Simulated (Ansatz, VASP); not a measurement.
## BaZrO3 in VASP and in Ansatz

File POSCAR:

```
BaZrO3
1.0
    4.2053549142      0.0000000000      0.0000000000
    0.0000000000      4.2053549142      0.0000000000
    0.0000000000      0.0000000000      4.2053549142
Ba Zr O
1 1 3
Direct
    0.0000000000      0.0000000000      0.0000000000
    0.5000000000      0.5000000000      0.5000000000
    0.5000000000      0.5000000000      0.0000000000
    0.5000000000      0.0000000000      0.5000000000
    0.0000000000      0.5000000000      0.5000000000
```

INCAR.step1

```
SYSTEM = BaZrO3
PREC     = Accurate       ! precision mode
ENCUT    = 910            ! plane-wave cutoff, eV
ISMEAR   = 0              ! smearing method
SIGMA    = 0.01           ! smearing width, eV
LREAL    = .FALSE.        ! projectors in reciprocal space
LASPH    = .TRUE.         ! aspherical terms in the spheres
NELM     = 120            ! most SCF steps
NBANDS   = 28             ! bands
GGA      = PE             ! functional
ALGO     = Normal         ! electronic algorithm
EDIFF    = 1E-5           ! SCF threshold, eV
LWAVE    = .TRUE.         ! write WAVECAR
LCHARG   = .FALSE.        ! write CHGCAR
GGA_COMPAT= .FALSE.
```

Contents of INCAR.step2:

```
SYSTEM = BaZrO3
PREC     = Accurate       ! precision mode
ENCUT    = 910            ! plane-wave cutoff, eV
EDIFF    = 1E-6           ! SCF threshold, eV
ISMEAR   = 0              ! smearing method
SIGMA    = 0.01           ! smearing width, eV
LREAL    = .FALSE.        ! projectors in reciprocal space
LASPH    = .TRUE.         ! aspherical terms in the spheres
NELM     = 120            ! most SCF steps
ALGO     = Normal         ! electronic algorithm
ISIF     = 2              ! what is computed and relaxed
LWAVE    = .FALSE.        ! write WAVECAR
LCHARG   = .FALSE.        ! write CHGCAR
METAGGA  = R2SCAN         ! meta-GGA
LMIXTAU  = .TRUE.       
NBANDS   = 28             ! bands
ISTART   = 1            
GGA_COMPAT= .FALSE.
```

KPOINTS

```
Automatic mesh
0
G
  6 6 6
  0 0 0
```

Input for Ansatz:

```yaml
crystal:
  lattice:
    - [4.2053549142, 0.0, 0.0]
    - [0.0, 4.2053549142, 0.0]
    - [0.0, 0.0, 4.2053549142]
  atoms:
    - { symbol: Ba, position: [0.0, 0.0, 0.0] }
    - { symbol: Zr, position: [0.5, 0.5, 0.5] }
    - { symbol: O, position: [0.5, 0.5, 0.0] }
    - { symbol: O, position: [0.5, 0.0, 0.5] }
    - { symbol: O, position: [0.0, 0.5, 0.5] }
kpoints:
  mp_grid: { grid: [6, 6, 6] }
  band_path:
    path: [[0.0, 0.0, 0.0], [0.0, 0.5, 0.0], [0.5, 0.5, 0.0], [0.5, 0.5, 0.5]]
    npoints: 1
hamiltonian:
  xc: r2scan
scf:
  occupations: { method: fixed }
  n_extra_bands: 5
output:
  forces: true
  stress: true
  eigenvalues: true
```

Alike in both runs: task single point; functional r2SCAN; k mesh 6 × 6 × 6; no spin polarisation.

|  | VASP | Ansatz |
| --- | --- | --- |
| version | VASP 6.6.1 | Ansatz 0.2.0 |
| potentials or method | VASP PAW PBE potentials, release 64 (Ba_sv, Zr_sv, O_h) | plane waves, PAW |
| plane-wave cutoff (eV) | 910 | 500 |
| occupations | gaussian, width 0.01 eV | fixed |
| valence electrons in the cell | 40 | 40 |

Ansatz gave:

```
gap on the k mesh at the Fermi level (eV) : 3.73
```

Problem. Estimate VASP's values.

Solution. gap on the k mesh at the Fermi level (eV): 3.69.

VASP's potentials were made for PBE, not for r2SCAN.

Spin-orbit coupling is off throughout. Noted on VASP's run: the cutoff is short for stress, so the pressure is rough.
